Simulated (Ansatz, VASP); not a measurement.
**As: VASP beside Ansatz**

The input INCAR:

```
SYSTEM = As
PREC = Accurate ; ENCUT = 520
EDIFF = 1E-6 ; ISMEAR = -1
SIGMA = 0.1 ; LREAL = .FALSE.
LASPH = .TRUE. ; NELM = 80
ALGO = Normal ; ISIF = 2
LWAVE = .FALSE. ; LCHARG = .TRUE.
GGA = RE ; LELF = .TRUE.
LVHAR = .TRUE. ; NBANDS = 14
```

KPOINTS

```
regular mesh
0
G
  9 9 12
  0 0 0
```

Contents of POSCAR:

```
As
1.0
    5.0617750053      0.0000000000      0.0000000000
   -2.5308875026      4.3836257428      0.0000000000
    0.0000000000      0.0000000000      2.9513055680
As
3
Direct
    1.0000000000      1.0000000000      0.0000000000
    0.3333333333      0.6666666667      0.5000000000
    0.6666666667      0.3333333333      0.5000000000
```

Input for Ansatz:

```yaml
crystal:
  lattice:
    - [5.0617750053, 0.0, 0.0]
    - [-2.5308875026, 4.3836257428, 0.0]
    - [0.0, 0.0, 2.951305568]
  atoms:
    - { symbol: As, position: [1.0, 1.0, 0.0] }
    - { symbol: As, position: [0.3333333333, 0.6666666667, 0.5] }
    - { symbol: As, position: [0.6666666667, 0.3333333333, 0.5] }
hamiltonian:
  xc: revpbe
  pseudopotentials:
    kind: paw
    azcp:
      As: "pseudopotentials/As.paw.azcp"
basis:
  ecutwfc: 420
  fft_grid_basis: typed
kpoints:
  mp_grid: { grid: [9, 9, 12], shift: [0, 0, 0] }
magnetization:
  spin_polarized: false
scf:
  occupations: { method: fermi_dirac, width: 0.1 }
  lower_state_search: "off"
output:
  stress: true
  write_density: true
  write_potential: true
  elf: true
  volumetric_format: npy
```

Alike in both runs: task single point; functional revPBE; k mesh 9 × 9 × 12; occupations fermi-dirac, width 0.1 eV; no spin polarisation.

```csv
,VASP,Ansatz
version,VASP 6.6.1,Ansatz 0.2.0
potentials or method,"VASP PAW PBE potentials, release 64 (As), cutoff 520 eV","plane waves (420 eV) with PAW, scalar-relativistic"
valence electrons in the cell,15,45
```

Ansatz gave:

| Quantity | Value |
| --- | --- |
| pressure (GPa) | -6.6 |
| traceless stress, the component that is largest in VASP (GPa) | -0.18 |

Problem. What did VASP give for the same quantities?

Solution. Pressure (GPa): -6.6; traceless stress, the component that is largest in VASP (GPa): -0.17.

VASP's potentials were made for PBE, not for revPBE. VASP's potentials hold 15 valence electrons a cell and Ansatz's 45, so a difference there can come from the potentials and not from the codes.
